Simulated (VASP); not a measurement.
# CdSe (P1) in VASP: single point with PBE

Aim: the single point of CdSe with PBE.

All numbers are computed with VASP 6.6.1; they aren't measurements. Logs are shortened: lines on timing, memory, paths and dates and some standing lists are left out, and cuts for length are marked.

**1. The cell of the first run**

The typed cell holds 16 atoms: a = 8.681 Å, b = 8.681 Å, c = 7.077 Å, α = 90.00°, β = 90.00°, γ = 120.00°.

**2. Single point, PBE**

INCAR

```
PREC     = Accurate       # precision mode
ENCUT    = 520            # plane-wave cutoff, eV
EDIFF    = 1E-6           # SCF threshold, eV
ISMEAR   = -1             # smearing method
SIGMA    = 0.039          # smearing width, eV
LREAL    = Auto         
LASPH    = T              # aspherical terms in the spheres
NELM     = 60             # most SCF steps
ALGO     = Normal         # electronic algorithm
ISIF     = 2              # what is computed and relaxed
LWAVE    = F              # write WAVECAR
LCHARG   = F              # write CHGCAR
GGA      = PE             # functional
NBANDS   = 86             # bands
```

KPOINTS

```
Automatic mesh
0
Gamma
  3 3 2
```

POSCAR

```
CdSe
1.0
    8.6814473318     -0.0000000001      0.0000000000
   -4.3407236658      7.5183539309      0.0000000000
    0.0000000000      0.0000000000      7.0766459782
Cd Se
8 8
Direct
    0.1691663019      0.3396130354      0.0073609730
    0.3346323341      0.1768198215      0.4931755822
    0.1695840173      0.8444218054     -0.0045285578
    0.3440154561      0.6600176110      0.5060501841
    0.6779413083      0.3156982262     -0.0044176295
    0.8387913176      0.1642725271      0.5138093683
    0.6503710563      0.8225944212     -0.0085881080
    0.8469070908      0.6715166706      0.4915248001
    0.1504607532      0.3170503839      0.3602166913
    0.3338147511      0.1854910015      0.8738097142
    0.1759300101      0.8324879432      0.3602349203
    0.3200869735      0.6690179854      0.8712537011
    0.6684131369      0.3216946186      0.3798792547
    0.8467815818      0.1629133200      0.8764154684
    0.6739247996      0.8302121791      0.3715813972
    0.8016329364      0.6395086005      0.8848361242
```

Potentials or basis: VASP PAW PBE potentials, release 64 (Cd, Se).

Command:

```console
$ cat potpaw_PBE.64/Cd/POTCAR potpaw_PBE.64/Se/POTCAR > POTCAR
$ mpirun -np 1 vasp_std > vasp.out
```

OUTCAR:

```text
PREC = Accurate
   ENCUT = 520
   EDIFF = 1E-6
   ISMEAR = -1
   LREAL = Auto
   LASPH = T
   NELM = 60
   ISIF = 2
   GGA = PE

 ion  position               nearest neighbor table
   1  0.169  0.340  0.007-   9 2.50  10 2.58  14 2.60  12 2.66
   2  0.335  0.177  0.493-   9 2.62  13 2.64  10 2.69  11 2.76
   3  0.170  0.844  0.995-  11 2.59  12 2.61  10 2.71  16 2.88
   4  0.344  0.660  0.506-  12 2.60  15 2.66  11 2.76   9 2.78
   5  0.678  0.316  0.996-  14 2.56  16 2.58  13 2.72  10 2.75
   6  0.839  0.164  0.514-  14 2.57   9 2.58  13 2.64  15 2.71
[... 8 lines left out ...]
  15  0.674  0.830  0.372-   8 2.63   4 2.66   7 2.70   6 2.71
  16  0.802  0.640  0.885-   5 2.58   7 2.63   8 2.81   3 2.88

  LATTYP: Found a hexagonal cell.
 ALAT       =     8.6814473318
 C/A-ratio  =     0.8151458746

  Lattice vectors:

 A1 = (   8.6814473318,  -0.0000000001,   0.0000000000)
 A2 = (  -4.3407236658,   7.5183539309,   0.0000000000)
 A3 = (   0.0000000000,   0.0000000000,   7.0766459782)

Analysis of symmetry for initial positions (statically):
=====================================================================
 Subroutine PRICEL returns:
 Original cell was already a primitive cell.

 Routine SETGRP: Setting up the symmetry group for a
 hexagonal supercell.

 Subroutine GETGRP returns: Found  1 space group operations
 (whereof  1 operations were pure point group operations)
 out of a pool of 24 trial point group operations.

The static configuration has the point symmetry C_1 .

Analysis of symmetry for dynamics (positions and initial velocities):
=====================================================================
 Subroutine PRICEL returns:
 Original cell was already a primitive cell.

 Routine SETGRP: Setting up the symmetry group for a
 hexagonal supercell.

 Subroutine GETGRP returns: Found  1 space group operations
 (whereof  1 operations were pure point group operations)
 out of a pool of 24 trial point group operations.

The dynamic configuration has the point symmetry C_1 .

 Subroutine INISYM returns: Found  1 space group operations
 (whereof  1 operations are pure point group operations),
 and found     1 'primitive' translations

----------------------------------------------------------------------------------------

                                     Primitive cell

  volume of cell :     461.8941

  direct lattice vectors                    reciprocal lattice vectors
     8.681447332 -0.000000000  0.000000000     0.115188166  0.066503919  0.000000000
    -4.340723666  7.518353931  0.000000000     0.000000000  0.133007838  0.000000000
     0.000000000  0.000000000  7.076645978     0.000000000  0.000000000  0.141309881

  length of vectors
     8.681447332  8.681447332  7.076645978     0.133007838  0.133007838  0.141309881

  position of ions in fractional coordinates (direct lattice)
     0.169166302  0.339613035  0.007360973
     0.334632334  0.176819821  0.493175582
     0.169584017  0.844421805  0.995471442
     0.344015456  0.660017611  0.506050184
     0.677941308  0.315698226  0.995582371
     0.838791318  0.164272527  0.513809368
[... 8 lines left out ...]
     0.673924800  0.830212179  0.371581397
     0.801632936  0.639508601  0.884836124

  ion indices of the primitive-cell ions
   primitive index   ion index
                 1           1
                 2           2
                 3           3
                 4           4
                 5           5
                 6           6
[... 8 lines left out ...]
                15          15
                16          16

----------------------------------------------------------------------------------------

 KPOINTS: Automatic mesh

Automatic generation of k-mesh.
 Grid dimensions read from file:
 generate k-points for:    3    3    2

 Generating k-lattice:

  Cartesian coordinates                     Fractional coordinates (reciprocal lattice)
     0.038396055  0.022167973  0.000000000     0.333333333  0.000000000  0.000000000
     0.000000000  0.044335946  0.000000000     0.000000000  0.333333333  0.000000000
     0.000000000  0.000000000  0.070654940     0.000000000  0.000000000  0.500000000

  Length of vectors
     0.044335946  0.044335946  0.070654940

  Shift w.r.t. Gamma in fractional coordinates (k-lattice)
     0.000000000  0.000000000  0.000000000

 Subroutine IBZKPT returns following result:
 ===========================================

 Found     10 irreducible k-points:

 Following reciprocal coordinates:
            Coordinates               Weight
  0.000000  0.000000  0.000000      1.000000
  0.333333  0.000000  0.000000      2.000000
  0.000000  0.333333  0.000000      2.000000
 -0.333333  0.333333  0.000000      2.000000
  0.333333  0.333333  0.000000      2.000000
  0.000000  0.000000  0.500000      1.000000
  0.333333  0.000000  0.500000      2.000000
  0.000000  0.333333  0.500000      2.000000
 -0.333333  0.333333  0.500000      2.000000
  0.333333  0.333333  0.500000      2.000000
   k-points           NKPTS =     10   k-points in BZ     NKDIM =     10   number of bands    NBANDS=     86
   number of dos      NEDOS =    301   number of ions     NIONS =     16
   total plane-waves  NPLWV = 264600
   dimension x,y,z NGX =    70 NGY =   70 NGZ =   54
   dimension x,y,z NGXF=   140 NGYF=  140 NGZF=  108
   ions per type =               8   8
   NGX,Y,Z   is equivalent  to a cutoff of  13.40, 13.40, 12.69 a.u.
   NGXF,Y,Z  is equivalent  to a cutoff of  26.81, 26.81, 25.37 a.u.
 SYSTEM =  unknown system
   PREC   = accura    normal or accurate (medium, high low for compatibility)
   ISTART =      0    job   : 0-new  1-cont  2-samecut
   ICHARG =      2    charge: 1-file 2-atom 10-const
   ISPIN  =      1    spin polarized calculation?
   LNONCOLLINEAR =      F non collinear calculations
   LSORBIT =      F    spin-orbit coupling
   LASPH  =      T    aspherical Exc in radial PAW
   ENCUT  =  520.0 eV  38.22 Ry    6.18 a.u.  16.14 16.14 13.16*2*pi/ulx,y,z
   NELM   =     60;   NELMIN=  2; NELMDL= -5     # of ELM steps
   EDIFF  = 0.1E-05   stopping-criterion for ELM
   LREAL  =      T    real-space projection
   EDIFFG = 0.1E-04   stopping-criterion for IOM
   NSW    =      0    number of steps for IOM
[... 5 lines left out ...]
   TEBEG  =    0.0;   TEEND  =   0.0 temperature during run
   PSTRESS=    0.0 pullay stress
   NELECT =     144.0000    total number of electrons
   NUPDOWN=      -1.0000    fix difference up-down
   EMIN   =  10.00;   EMAX   =-10.00  energy-range for DOS
   EFERMI =   0.00;   METHOD = LEGACY
   ISMEAR =    -1;   SIGMA  =   0.04  broadening in eV -4-tet -1-fermi 0-gaus
   EFERMI_NEDOS =   21; number of points for ismear=-14 and -15
   IALGO  =     38    algorithm
   IMIX   =      4    mixing-type and parameters
     AMIX     =   0.40;   BMIX     =  1.00
     AMIX_MAG =   1.60;   BMIX_MAG =  1.00
  volume/ion in A,a.u.               =      28.87       194.81
  Fermi-wavevector in a.u.,A,eV,Ry     =   1.110064  2.097718 16.765686  1.232243
  Thomas-Fermi vector in A             =   2.246612
   LORBIT       =      0    0 simple, 1 ext, 2 COOP (PROOUT), +10 PAW based schemes
   GGA     = PE    functional components
   LHFCALC =     F    Hartree Fock is set to
   AEXX    =    0.0000 exact exchange contribution
   IVDW    =     0    specifies the selected vdW correction
   LEPSILON=     F    determine dielectric tensor
   LRPA    =     F    only Hartree local field effects (RPA)
 non-spin polarized calculation
  energy-cutoff  :      520.00
  volume of cell :      461.89
 maximum number of plane-waves:     12468
 NGX is ok and might be reduce to    70
   NGX = 33   NGY = 33   NGZ = 27

 number of electron     143.9999994 magnetization

 Free energy of the ion-electron system (eV)
  ---------------------------------------------------
  ext. energy  EPLUGINS =         0.00000000
  ---------------------------------------------------
  free energy    TOTEN  =       -43.31506240 eV

  energy without entropy =      -43.31497815  energy(sigma->0) =      -43.31502028

 E-fermi :   1.0696     XC(G=0):  -8.7679

 val. band max:        0.7959289699   @ k =   0.0000   0.0000   0.0000
 cond. band min:       1.3322031383   @ k =   0.0000   0.0000   0.0000
 fundamental gap:      0.5362741684
 Fermi energy:         1.0695610636

 k-point     1 :       0.0000    0.0000    0.0000
  band No.  band energies     occupation
      1     -11.8611      2.00000
      2     -11.6172      2.00000
      3     -11.5679      2.00000
      4     -11.3425      2.00000
      5     -11.2770      2.00000
      6     -11.1795      2.00000
[... 76 lines left out ...]
     83       5.6263      0.00000
     84       6.4181      0.00000

 k-point     2 :       0.3333    0.0000    0.0000
  band No.  band energies     occupation
      1     -11.8072      2.00000
      2     -11.6676      2.00000
      3     -11.5548      2.00000
      4     -11.3285      2.00000
      5     -11.2823      2.00000
      6     -11.2085      2.00000
[... 76 lines left out ...]
     83       5.6963      0.00000
     84       5.9039      0.00000

 k-point     3 :       0.0000    0.3333    0.0000
  band No.  band energies     occupation
      1     -11.8104      2.00000
      2     -11.6617      2.00000
      3     -11.5594      2.00000
      4     -11.3284      2.00000
      5     -11.2873      2.00000
      6     -11.1869      2.00000
[... 76 lines left out ...]
     83       5.6846      0.00000
     84       5.9397      0.00000

 k-point     4 :      -0.3333    0.3333    0.0000
  band No.  band energies     occupation
      1     -11.8239      2.00000
      2     -11.6172      2.00000
      3     -11.5750      2.00000
      4     -11.3558      2.00000
      5     -11.2863      2.00000
      6     -11.1892      2.00000
[... 76 lines left out ...]
     83       5.8281      0.00000
     84       6.0531      0.00000

 k-point     5 :       0.3333    0.3333    0.0000
  band No.  band energies     occupation
      1     -11.7818      2.00000
      2     -11.6733      2.00000
      3     -11.5601      2.00000
      4     -11.3343      2.00000
      5     -11.2959      2.00000
      6     -11.1978      2.00000
[... 76 lines left out ...]
     83       5.8300      0.00000
     84       5.9566      0.00000

 k-point     6 :       0.0000    0.0000    0.5000
  band No.  band energies     occupation
      1     -11.7570      2.00000
      2     -11.6423      2.00000
      3     -11.5999      2.00000
      4     -11.3275      2.00000
      5     -11.2565      2.00000
      6     -11.2033      2.00000
[... 76 lines left out ...]
     83       5.4993      0.00000
     84       5.6129      0.00000

 k-point     7 :       0.3333    0.0000    0.5000
  band No.  band energies     occupation
      1     -11.7198      2.00000
      2     -11.6354      2.00000
      3     -11.6168      2.00000
      4     -11.3172      2.00000
      5     -11.2575      2.00000
      6     -11.2228      2.00000
[... 76 lines left out ...]
     83       5.7448      0.00000
     84       5.8198      0.00000

 k-point     8 :       0.0000    0.3333    0.5000
  band No.  band energies     occupation
      1     -11.7211      2.00000
      2     -11.6325      2.00000
      3     -11.6188      2.00000
      4     -11.3281      2.00000
      5     -11.2573      2.00000
      6     -11.2022      2.00000
[... 76 lines left out ...]
     83       5.6522      0.00000
     84       5.7643      0.00000

 k-point     9 :      -0.3333    0.3333    0.5000
  band No.  band energies     occupation
      1     -11.7365      2.00000
      2     -11.6258      2.00000
      3     -11.6001      2.00000
      4     -11.3054      2.00000
      5     -11.2749      2.00000
      6     -11.2393      2.00000
[... 76 lines left out ...]
     83       5.7972      0.00000
     84       5.8809      0.00000

 k-point    10 :       0.3333    0.3333    0.5000
  band No.  band energies     occupation
      1     -11.7065      2.00000
      2     -11.6347      2.00000
      3     -11.6121      2.00000
      4     -11.3049      2.00000
      5     -11.2682      2.00000
      6     -11.2408      2.00000
[... 76 lines left out ...]
     83       5.6791      0.00000
     84       5.7333      0.00000
 [bands above 84 left out]

------------------------ aborting loop because EDIFF is reached ----------------------------------------

  FORCE on cell =-STRESS in cart. coord.  units (eV):
  Direction    XX          YY          ZZ          XY          YZ          ZX
  --------------------------------------------------------------------------------------
  -------------------------------------------------------------------------------------
  Total        6.6286375      3.0023480      7.3438053     -1.4592051     -0.6238538     -1.1279752
  in kB       22.9928329     10.4142798     25.4735436     -5.0615620     -2.1639689     -3.9126209
  external PRESSURE =      19.6268855 kB  Pullay stress =       0.0000000 kB

 VOLUME and BASIS-vectors are now :
 -----------------------------------------------------------------------------
  energy-cutoff  :      520.00
  volume of cell :      461.89
      direct lattice vectors                 reciprocal lattice vectors
     8.681447332 -0.000000000  0.000000000     0.115188166  0.066503919  0.000000000
    -4.340723666  7.518353931  0.000000000     0.000000000  0.133007838  0.000000000
     0.000000000  0.000000000  7.076645978     0.000000000  0.000000000  0.141309881

 POSITION                                       TOTAL-FORCE (eV/Angst)
 -----------------------------------------------------------------------------------
     -0.00556      2.55333      0.05209         0.051257      0.299720     -0.546772
      2.13757      1.32939      3.49003         0.186435     -0.352282      0.092178
     -2.19317      6.34866      7.04460        -0.769618      0.083383     -0.418586
      0.12160      4.96225      3.58114        -0.184533     -0.092171     -0.562640
      4.51515      2.37353      7.04538        -0.579903     -0.111908      0.395103
      6.56886      1.23506      3.63605        -0.382328     -0.306745     -0.351552
[... 8 lines left out ...]
      2.24692      6.24183      2.62955        -0.245075      0.028482      0.014172
      4.18340      4.80805      6.26167         0.706498      0.917898     -0.597802
 -----------------------------------------------------------------------------------
    total drift:                               -0.005968      0.000354      0.006261

  FREE ENERGIE OF THE ION-ELECTRON SYSTEM (eV)
  ---------------------------------------------------
  free  energy   TOTEN  =       -43.3150624022 eV

  energy  without entropy=      -43.3149781503  energy(sigma->0) =      -43.31502028
```

Run time: 6.5 min. Hardware: 1 thread of Intel Xeon Platinum 8559C (Emerald Rapids), shared host; peak memory 0.67 GiB.

What came out:

```yaml
Free_energy: -43.3151 eV
Pressure: 2.0 GPa
Largest_force: 1.303 eV/Å
Band_gap_on_the_k_mesh: 0.54 eV
```

Forces on the atoms (eV/Å):
```
Cd   0.051  0.300 -0.547
Cd   0.186 -0.352  0.092
Cd  -0.770  0.083 -0.419
Cd  -0.185 -0.092 -0.563
Cd  -0.580 -0.112  0.395
Cd  -0.382 -0.307 -0.352
Cd   0.173  0.089  0.192
Cd   0.011 -0.386  0.311
Se   0.336  0.705  0.987
Se   0.618 -0.593 -0.226
Se   0.163  0.085  0.733
Se   0.116 -0.106  0.049
Se  -0.057  0.298 -0.198
Se  -0.143 -0.559  0.129
Se  -0.245  0.028  0.014
Se   0.706  0.918 -0.598
```

Caveat: the k points lie up to 0.44 Å⁻¹ apart; the atoms stand as in a frame of molecular dynamics; semilocal functionals underestimate gaps, and a narrow one can read as zero; forces of over 1 eV/Å act on the atoms, so gaps and moduli don't describe the material at rest.
